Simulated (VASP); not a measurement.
# NiO (Fmm2) in VASP: further runs

The runs below take NiO through single point, with PBE.

Program: VASP 6.6.1. These are calculated values, not measurements. Logs are shortened: lines on timing, memory, paths and dates and some standing lists are left out, and cuts for length are marked.

**1. The cell of the first run**

It takes space group Fmm2 (No. 42, orthorhombic). Conventional cell: a = 3.530 Å, b = 6.786 Å, c = 4.490 Å, α = 90.00°, β = 90.00°, γ = 90.00°. Within 2.4 Å of Ni (site symmetry mm2) lie 3 O at 1.81 to 1.85 Å. O (site symmetry mm2) has 3 Ni at 1.81 to 1.85 Å within 2.4 Å.

**2. Single point, PBE**

Input file INCAR:

```
SYSTEM = NiO
PREC = Accurate
ENCUT = 520
EDIFF = 1E-7
ISMEAR = 0
SIGMA = 0.2
LREAL = .False.
LASPH = .True.
NELM = 80
ALGO = Normal
ISIF = 2
LWAVE = .False.
LCHARG = .True.
GGA = PE
LELF = .True.
LVHAR = .True.
NBANDS = 24
```

Input file KPOINTS:

```
Automatic mesh
0
Gamma
  8 6 4
  0 0 0
```

Input file POSCAR:

```
NiO
1.0
   -1.7651599711      0.0000000000     -2.2450606805
    1.7651599711      3.3931508422      0.0000000000
    3.5303199422     -3.3931508422     -2.2450606805
Ni O
2 2
Direct
    0.8695855654      0.6231951885      0.6231951885
    0.3695855654      0.1231951885      0.1231951885
    0.4867034246      0.8289011415      0.8289011415
    0.9867034246      0.3289011415      0.3289011415
```

Potentials or basis: VASP PAW PBE potentials, release 64 (Ni, O).

Run with:

```sh
$ cat potpaw_PBE.64/Ni/POTCAR potpaw_PBE.64/O/POTCAR > POTCAR
$ mpirun -np 1 vasp_std > vasp.out
```

OUTCAR:

```text
SYSTEM = NiO
   PREC = Accurate
   ENCUT = 520
   EDIFF = 1E-7
   ISMEAR = 0
   LREAL = .False.
   LASPH = .True.
   NELM = 80
   ISIF = 2
   GGA = PE

 ion  position               nearest neighbor table
   1  0.870  0.623  0.623-   3 1.81   4 1.81   3 1.85   2 2.86   2 2.86
   2  0.370  0.123  0.123-   4 1.81   3 1.81   4 1.85   1 2.86   1 2.86
   3  0.487  0.829  0.829-   1 1.81   2 1.81   1 1.85
   4  0.987  0.329  0.329-   2 1.81   1 1.81   2 1.85

  LATTYP: Found a triclinic cell.
 ALAT       =    11.0056671808
 B/A-ratio  =     0.6689955657
 C/A-ratio  =     1.1642687268
 COS(alpha) =     0.0128935745
 COS(beta)  =     0.5542513485
 COS(gamma) =     0.8378127491

  Lattice vectors:

 A1 = (  -3.5303199422,  10.1794525266,  -2.2450606805)
 A2 = (   1.7651599711,   6.7863016844,  -2.2450606805)
 A3 = ( -12.3561197977,   3.3931508422,   0.0000000000)

Analysis of symmetry for initial positions (statically):
=====================================================================
 Subroutine PRICEL returns following result:

  LATTYP: Found a face centered orthorhombic cell.
 ALAT       =     3.5303199422
 B/A-ratio  =     1.2718737776
 C/A-ratio  =     1.9222908392

  Lattice vectors:

 A1 = (  -0.0000000000,   3.3931508422,  -2.2450606805)
 A2 = (   1.7651599711,   3.3931508422,   0.0000000000)
 A3 = (   1.7651599711,   0.0000000000,  -2.2450606805)

   2 primitive cells build up your supercell.

 Routine SETGRP: Setting up the symmetry group for a
 triclinic supercell.

 Subroutine GETGRP returns: Found  1 space group operations
 (whereof  1 operations were pure point group operations)
 out of a pool of  2 trial point group operations.

The static configuration has the point symmetry C_1 .

Analysis of symmetry for dynamics (positions and initial velocities):
=====================================================================
 Subroutine PRICEL returns following result:

  LATTYP: Found a face centered orthorhombic cell.
 ALAT       =     3.5303199422
 B/A-ratio  =     1.2718737776
 C/A-ratio  =     1.9222908392

  Lattice vectors:

 A1 = (  -0.0000000000,   3.3931508422,  -2.2450606805)
 A2 = (   1.7651599711,   3.3931508422,   0.0000000000)
 A3 = (   1.7651599711,   0.0000000000,  -2.2450606805)

   2 primitive cells build up your supercell.

 Routine SETGRP: Setting up the symmetry group for a
 triclinic supercell.

 Subroutine GETGRP returns: Found  1 space group operations
 (whereof  1 operations were pure point group operations)
 out of a pool of  2 trial point group operations.

The dynamic configuration has the point symmetry C_1 .

 Subroutine INISYM returns: Found  1 space group operations
 (whereof  1 operations are pure point group operations),
 and found     2 'primitive' translations

----------------------------------------------------------------------------------------

                                     Primitive cell

  volume of cell :      26.8934

  direct lattice vectors                    reciprocal lattice vectors
    -0.000000000  3.393150842 -2.245060680    -0.283260446  0.147355665 -0.222711130
     1.765159971  3.393150842  0.000000000     0.283260446  0.147355665  0.222711130
     1.765159971  0.000000000 -2.245060680     0.283260446 -0.147355665 -0.222711130

  length of vectors
     4.068632460  3.824821873  2.855886409     0.389294772  0.389294772  0.389294772

  position of ions in fractional coordinates (direct lattice)
     0.246390377  0.753609623  0.246390377
     0.657802283  0.342197717  0.657802283

  ion indices of the primitive-cell ions
   primitive index   ion index
                 1           1
                 2           4

----------------------------------------------------------------------------------------

 KPOINTS: Automatic mesh

Automatic generation of k-mesh.
 Grid dimensions read from file:
 generate k-points for:    8    6    4

 Generating k-lattice:

  Cartesian coordinates                     Fractional coordinates (reciprocal lattice)
    -0.017703778  0.009209729 -0.041758337     0.125000000 -0.000000000 -0.000000000
     0.023605037  0.036838916 -0.018559261     0.000000000  0.166666667  0.000000000
     0.035407556 -0.018419458 -0.027838891    -0.000000000  0.000000000  0.250000000

  Length of vectors
     0.046281763  0.047526305  0.048661846

  Shift w.r.t. Gamma in fractional coordinates (k-lattice)
     0.000000000  0.000000000  0.000000000

 Subroutine IBZKPT returns following result:
 ===========================================

 Found    100 irreducible k-points:

 Following reciprocal coordinates:
            Coordinates               Weight
  0.000000  0.000000  0.000000      1.000000
  0.125000  0.000000 -0.000000      2.000000
  0.250000  0.000000 -0.000000      2.000000
  0.375000  0.000000  0.000000      2.000000
  0.500000  0.000000 -0.000000      1.000000
  0.000000  0.166667  0.000000      2.000000
[... 16 lines left out ...]
  0.125000  0.500000  0.000000      2.000000
  0.250000  0.500000  0.000000      2.000000
 [... further k-points ...]
   k-points           NKPTS =    100   k-points in BZ     NKDIM =    100   number of bands    NBANDS=     24
   number of dos      NEDOS =    301   number of ions     NIONS =      4
   total plane-waves  NPLWV =  26880
   dimension x,y,z NGX =    24 NGY =   28 NGZ =   40
   dimension x,y,z NGXF=    48 NGYF=   56 NGZF=   80
   ions per type =               2   2
   NGX,Y,Z   is equivalent  to a cutoff of  13.97, 12.17, 12.34 a.u.
   NGXF,Y,Z  is equivalent  to a cutoff of  27.94, 24.34, 24.69 a.u.
 SYSTEM =  NiO
   PREC   = accura    normal or accurate (medium, high low for compatibility)
   ISTART =      0    job   : 0-new  1-cont  2-samecut
   ICHARG =      2    charge: 1-file 2-atom 10-const
   ISPIN  =      1    spin polarized calculation?
   LNONCOLLINEAR =      F non collinear calculations
   LSORBIT =      F    spin-orbit coupling
   LASPH  =      T    aspherical Exc in radial PAW
   ENCUT  =  520.0 eV  38.22 Ry    6.18 a.u.   5.31  7.11 10.02*2*pi/ulx,y,z
   NELM   =     80;   NELMIN=  2; NELMDL= -5     # of ELM steps
   EDIFF  = 0.1E-06   stopping-criterion for ELM
   LREAL  =      F    real-space projection
   EDIFFG = 0.1E-05   stopping-criterion for IOM
   NSW    =      0    number of steps for IOM
   IBRION =     -1    ionic relax: 0-MD 1-quasi-New 2-CG
   NFREE  =      0    steps in history (QN), initial steepest desc. (CG)
   ISIF   =      2    stress and relaxation
   ISYM   =      2    0-nonsym 1-usesym 2-fastsym
   POTIM  = 0.5000    time-step for ionic-motion
   TEBEG  =    0.0;   TEEND  =   0.0 temperature during run
   PSTRESS=    0.0 pullay stress
   NELECT =      32.0000    total number of electrons
   NUPDOWN=      -1.0000    fix difference up-down
   EMIN   =  10.00;   EMAX   =-10.00  energy-range for DOS
   EFERMI =   0.00;   METHOD = LEGACY
   ISMEAR =     0;   SIGMA  =   0.20  broadening in eV -4-tet -1-fermi 0-gaus
   EFERMI_NEDOS =   21; number of points for ismear=-14 and -15
   IALGO  =     38    algorithm
   IMIX   =      4    mixing-type and parameters
     AMIX     =   0.40;   BMIX     =  1.00
     AMIX_MAG =   1.60;   BMIX_MAG =  1.00
  volume/ion in A,a.u.               =      13.45        90.74
  Fermi-wavevector in a.u.,A,eV,Ry     =   1.376892  2.601948 25.794336  1.895830
  Thomas-Fermi vector in A             =   2.502095
   LORBIT       =      0    0 simple, 1 ext, 2 COOP (PROOUT), +10 PAW based schemes
   GGA     = PE    functional components
   LHFCALC =     F    Hartree Fock is set to
   AEXX    =    0.0000 exact exchange contribution
   IVDW    =     0    specifies the selected vdW correction
   LEPSILON=     F    determine dielectric tensor
   LRPA    =     F    only Hartree local field effects (RPA)
 non-spin polarized calculation
 Gauss-broadening in eV      SIGMA  =   0.20
  energy-cutoff  :      520.00
  volume of cell :       53.79
 maximum number of plane-waves:      1465
 NGX is ok and might be reduce to    24

 number of electron      32.0000008 magnetization

 Free energy of the ion-electron system (eV)
  ---------------------------------------------------
  ext. energy  EPLUGINS =         0.00000000
  ---------------------------------------------------
  free energy    TOTEN  =       -22.47619733 eV

  energy without entropy =      -22.38280729  energy(sigma->0) =      -22.42950231

 E-fermi :   3.5688     XC(G=0): -10.0510

 val. band max:        3.5579250672   @ k =  -0.2500   0.3333   0.0000
 cond. band min:       3.5703624524   @ k =   0.5000   0.3333   0.5000
 fundamental gap:      0.0124373852
 Fermi energy:         3.5687844490

 k-point     1 :       0.0000    0.0000    0.0000
  band No.  band energies     occupation
      1     -16.2470      2.00000
      2     -15.4062      2.00000
      3      -4.0235      2.00000
      4      -2.1076      2.00000
      5      -2.0853      2.00000
      6      -1.5473      2.00000
[... 16 lines left out ...]
     23      15.3741      0.00000
     24      16.1526      0.00000

 k-point     2 :       0.1250    0.0000   -0.0000
  band No.  band energies     occupation
      1     -16.1502      2.00000
      2     -15.3883      2.00000
      3      -3.8439      2.00000
      4      -2.2950      2.00000
      5      -2.1068      2.00000
      6      -1.6727      2.00000
[... 16 lines left out ...]
     23      14.8416      0.00000
     24      16.5627      0.00000

 k-point     3 :       0.2500    0.0000   -0.0000
  band No.  band energies     occupation
      1     -15.9025      2.00000
      2     -15.3489      2.00000
      3      -3.4353      2.00000
      4      -2.8501      2.00000
      5      -2.1489      2.00000
      6      -1.7952      2.00000
[... 16 lines left out ...]
     23      14.0144      0.00000
     24      16.5349      0.00000
[... 514 lines left out ...]
 k-point    23 :       0.1250    0.5000    0.0000
  band No.  band energies     occupation
      1     -15.7741      2.00000
      2     -15.7007      2.00000
      3      -3.3143      2.00000
      4      -3.1776      2.00000
      5      -1.8015      2.00000
      6      -1.3973      2.00000
[... 16 lines left out ...]
     23      14.6257      0.00000
     24      15.6534      0.00000

 k-point    24 :       0.2500    0.5000    0.0000
  band No.  band energies     occupation
      1     -15.6434      2.00000
      2     -15.5523      2.00000
      3      -3.5228      2.00000
      4      -2.9751      2.00000
      5      -2.0209      2.00000
      6      -1.3661      2.00000
[... 16 lines left out ...]
     23      14.9084      0.00000
     24      15.0446      0.00000

 [... further k-points ...]
[... 5 lines left out ...]
  --------------------------------------------------------------------------------------
  -------------------------------------------------------------------------------------
  Total        0.4031838     -0.0603034      0.1665467      0.0002825      0.0000554      0.0250187
  in kB       12.0098696     -1.7962921      4.9610243      0.0084147      0.0016502      0.7452458
  external PRESSURE =       5.0582006 kB  Pullay stress =       0.0000000 kB

 VOLUME and BASIS-vectors are now :
 -----------------------------------------------------------------------------
  energy-cutoff  :      520.00
  volume of cell :       53.79
      direct lattice vectors                 reciprocal lattice vectors
    -1.765159971  0.000000000 -2.245060680    -0.141630223  0.073677833 -0.334066694
     1.765159971  3.393150842  0.000000000     0.141630223  0.221033498 -0.111355565
     3.530319942 -3.393150842 -2.245060680     0.141630223 -0.073677833 -0.111355565

 POSITION                                       TOTAL-FORCE (eV/Angst)
 -----------------------------------------------------------------------------------
      1.76516      0.00000     -3.35138        -0.007690     -0.000451      0.023622
      0.00000      0.00000     -1.10632        -0.007690     -0.000451      0.023622
      3.53032      0.00000     -2.95361         0.007690      0.000451     -0.023622
     -0.00000      0.00000     -2.95361         0.007690      0.000451     -0.023622
 -----------------------------------------------------------------------------------
    total drift:                               -0.000784     -0.000717     -0.000861

  FREE ENERGIE OF THE ION-ELECTRON SYSTEM (eV)
  ---------------------------------------------------
  free  energy   TOTEN  =       -22.4761973298 eV

  energy  without entropy=      -22.3828072939  energy(sigma->0) =      -22.42950231
```

Wall time 94 s (1 thread of Intel Xeon Platinum 8259CL at 2.50GHz (Skylake/Cascade Lake), shared host); peak memory 0.24 GiB.

What came out:

* Free energy: -22.4762 eV
* Pressure: 0.5 GPa
* Largest force: 0.025 eV/Å
* Band gap on the k mesh: zero (bands 16 and 17 overlap by 0.44 eV)

Forces in eV/Å, atoms in the order of the input:
```
Ni  -0.008  0.000  0.024
Ni  -0.008  0.000  0.024
O    0.008  0.000 -0.024
O    0.008  0.000 -0.024
```

Stress tensor (GPa, compression positive):
```
 1.20  0.00  0.07
 0.00 -0.18  0.00
 0.07  0.00  0.50
```

Caveat: the run has no spin polarisation, though such a crystal can be magnetic; semilocal functionals often make such compounds metallic where correlation or magnetic order opens a gap, which also shifts bond lengths.

**3. Single point, PBE, collinear spin, ferromagnetic start**

This run uses another cell than the first one: it holds 2 atoms, not 4.

Input file INCAR:

```
PREC     = Accurate       # precision mode
ENCUT    = 520            # plane-wave cutoff, eV
EDIFF    = 1E-7           # SCF threshold, eV
ISMEAR   = 0              # smearing method
SIGMA    = 0.1            # smearing width, eV
LREAL    = F              # projectors in reciprocal space
LASPH    = T              # aspherical terms in the spheres
NELM     = 150            # most SCF steps
ALGO     = Normal         # electronic algorithm
ISIF     = 2              # what is computed and relaxed
LWAVE    = F              # write WAVECAR
LCHARG   = T              # write CHGCAR
ISPIN    = 2              # spin polarisation
MAGMOM   = 2 0            # initial moments
LORBIT   = 11             # projections on sites
LMAXMIX  = 4              # l up to which the mixer works
GGA      = PE             # functional
LELF     = T              # ELF
LVHAR    = T            
NBANDS   = 19             # bands
```

Input file KPOINTS:

```
regular mesh
0
Gamma
  8 8 8
```

Input file POSCAR:

```
NiO
1.0
    0.0000000000      2.6981140000      2.3561313600
    1.5513809200      0.0000000000      2.3561313600
    1.5513809200      2.6981140000      0.0000000000
Ni O
1 1
Direct
    0.7731833400      0.7731833400      0.2268166600
    0.3226240000      0.3226240000      0.6773760000
```

Potentials or basis: VASP PAW PBE potentials, release 64 (Ni, O).

Run with:

```sh
$ cat potpaw_PBE.64/Ni/POTCAR potpaw_PBE.64/O/POTCAR > POTCAR
$ mpirun -np 1 vasp_std > vasp.out
```

Wall time 77 s (1 thread of Intel Xeon Platinum 8259CL at 2.50GHz (Skylake/Cascade Lake), shared host); peak memory 0.19 GiB.

Results (log left out):

| Item | Value |
| --- | --- |
| Free energy | -9.7653 eV |
| Pressure | 69.8 GPa |
| Largest force | 1.494 eV/Å |
| Band gap on the k mesh | zero (filled and empty bands overlap) |
| Net moment | 0.00 μB per cell |
| Valence electrons inside the program's atomic spheres | Ni 10.05; O 5.13 |

Forces on the atoms (eV/Å):
```
Ni   0.000  0.000 -1.494
O    0.000  0.000  1.494
```

Stress tensor (GPa, compression positive):
```
172.95   0.00   0.00
  0.00  15.18   0.00
  0.00   0.00  21.20
```

Levels at points of the mesh, in eV from the Fermi level:
Spin up:
| k point | band 5 | band 6 | band 7 | band 8 | band 9 | band 10 | band 11 | band 12 |
| --- | --- | --- | --- | --- | --- | --- | --- | --- |
| (0.00, 0.00, 0.00) | -3.24 | -2.67 | -1.69 | -1.28 | -1.25 | 4.23 | 16.40 | 16.85 |
| (0.50, 0.00, 0.00) | -1.60 | -1.36 | -0.58 | 0.45 | 0.98 | 5.07 | 10.17 | 10.80 |
| (0.50, 0.50, 0.00) | -3.03 | -2.30 | -1.46 | -1.41 | -0.67 | 7.52 | 8.74 | 15.29 |
| (0.50, 0.00, 0.50) | -2.14 | -1.91 | -1.29 | -1.28 | -0.70 | 6.49 | 8.28 | 16.52 |
| (0.00, 0.50, 0.50) | -2.58 | -2.31 | -1.54 | -1.05 | -0.47 | 8.19 | 9.71 | 11.75 |
Spin down:
```
           k point  band 4  band 5  band 6  band 7  band 8  band 9  band 10  band 11  band 12  band 13
(0.00, 0.00, 0.00)   -4.35   -3.24   -2.67   -1.69   -1.28   -1.25     4.23    16.40    16.85    19.22
(0.50, 0.00, 0.00)   -7.02   -1.60   -1.36   -0.58    0.45    0.98     5.07    10.17    10.80    18.71
(0.50, 0.50, 0.00)   -4.20   -3.03   -2.30   -1.46   -1.41   -0.67     7.52     8.74    15.29    15.83
(0.50, 0.00, 0.50)   -5.54   -2.14   -1.91   -1.29   -1.28   -0.70     6.49     8.28    16.52    17.57
(0.00, 0.50, 0.50)   -5.91   -2.58   -2.31   -1.54   -1.05   -0.47     8.19     9.71    11.75    13.64
```

Caveat: the cell stands under pressure; semilocal functionals often make such compounds metallic where correlation or magnetic order opens a gap, which also shifts bond lengths; forces of over 1 eV/Å act on the atoms, so gaps and moduli don't describe the material at rest.

**4. Single point, PBE, collinear spin, ferromagnetic start**

This run uses another cell than the first one: it holds 2 atoms, not 4.

Input file INCAR:

```
PREC     = Accurate       # precision mode
ENCUT    = 520            # plane-wave cutoff, eV
EDIFF    = 1E-6           # SCF threshold, eV
ISMEAR   = 0              # smearing method
SIGMA    = 0.1            # smearing width, eV
LREAL    = False          # projectors in reciprocal space
LASPH    = True           # aspherical terms in the spheres
NELM     = 150            # most SCF steps
ALGO     = Normal         # electronic algorithm
ISIF     = 2              # what is computed and relaxed
LWAVE    = False          # write WAVECAR
LCHARG   = True           # write CHGCAR
ISPIN    = 2              # spin polarisation
MAGMOM   = 2 0            # initial moments
LORBIT   = 11             # projections on sites
LMAXMIX  = 4              # l up to which the mixer works
GGA      = PE             # functional
LELF     = True           # ELF
LVHAR    = True         
NBANDS   = 19             # bands
```

KPOINTS is that of step 3.

Input file POSCAR:

```
NiO
1.0
    0.0000000000      3.3238413156      2.2570261674
    1.7618239388      0.0000000000      2.2570261674
    1.7618239388      3.3238413156      0.0000000000
Ni O
1 1
Direct
    0.7526826363      0.7526826363      0.2473173637
    0.3431247037      0.3431247037      0.6568752963
```

Run with:

```sh
$ cat potpaw_PBE.64/Ni/POTCAR potpaw_PBE.64/O/POTCAR > POTCAR
$ mpirun -np 1 vasp_std > vasp.out
```

It took 1.7 min on 1 thread of Intel Xeon Platinum 8259CL at 2.50GHz (Skylake/Cascade Lake), shared host; peak memory 0.21 GiB.

Results (log left out):

```yaml
Free_energy: -11.2354 eV
Pressure: 1.6 GPa
Largest_force: 0.139 eV/Å
Net_moment: 0.77 μB per cell
Site_moments: Ni +0.60; O +0.15 μB
Valence_electrons_inside_the_program's_atomic_spheres: Ni 9.28; O 4.98
```

Forces on the atoms (eV/Å):
```
Ni   0.000  0.000  0.139
O    0.000  0.000 -0.139
```

Stress tensor (GPa, compression positive):
```
4.11 0.00 0.00
0.00 0.03 0.00
0.00 0.00 0.69
```

Levels at points of the mesh, in eV from the Fermi level:
Spin up:
```
           k point  band 4  band 5  band 6  band 7  band 8  band 9  band 10  band 11  band 12  band 13
(0.00, 0.00, 0.00)   -3.82   -2.13   -1.89   -1.28   -0.66    0.08     2.07    12.04    12.84    16.46
(0.50, 0.00, 0.00)   -5.00   -1.58   -1.47   -0.88   -0.25    0.37     5.37     8.15    10.45    14.88
(0.50, 0.50, 0.00)   -3.73   -2.28   -1.49   -1.31   -1.20   -1.05     6.15     9.39    12.04    13.27
(0.50, 0.00, 0.50)   -5.33   -1.78   -1.28   -1.04   -0.72    0.12     5.03     5.04    14.73    17.85
(0.00, 0.50, 0.50)   -4.21   -2.06   -1.45   -1.33   -1.26   -0.88     7.12     8.09    10.71    12.89
```
Spin down:
```csv
k point,band 4,band 5,band 6,band 7,band 8,band 9,band 10,band 11,band 12,band 13
"(0.00, 0.00, 0.00)",-3.35,-1.87,-0.92,-0.70,-0.38,0.67,2.35,12.22,13.00,16.56
"(0.50, 0.00, 0.00)",-4.49,-1.19,-0.81,-0.51,0.58,1.00,5.43,8.32,10.60,15.06
"(0.50, 0.50, 0.00)",-3.23,-1.37,-0.94,-0.93,-0.53,-0.49,6.33,9.47,12.11,13.39
"(0.50, 0.00, 0.50)",-4.95,-0.79,-0.70,-0.65,-0.44,0.75,5.26,5.30,14.80,17.97
"(0.00, 0.50, 0.50)",-3.74,-1.10,-0.96,-0.74,-0.67,-0.40,7.32,8.16,10.83,12.91
```

Caveat: a cell with one magnetic atom can't hold antiferromagnetic order, which such compounds often take; semilocal functionals often make such compounds metallic where correlation or magnetic order opens a gap, which also shifts bond lengths.
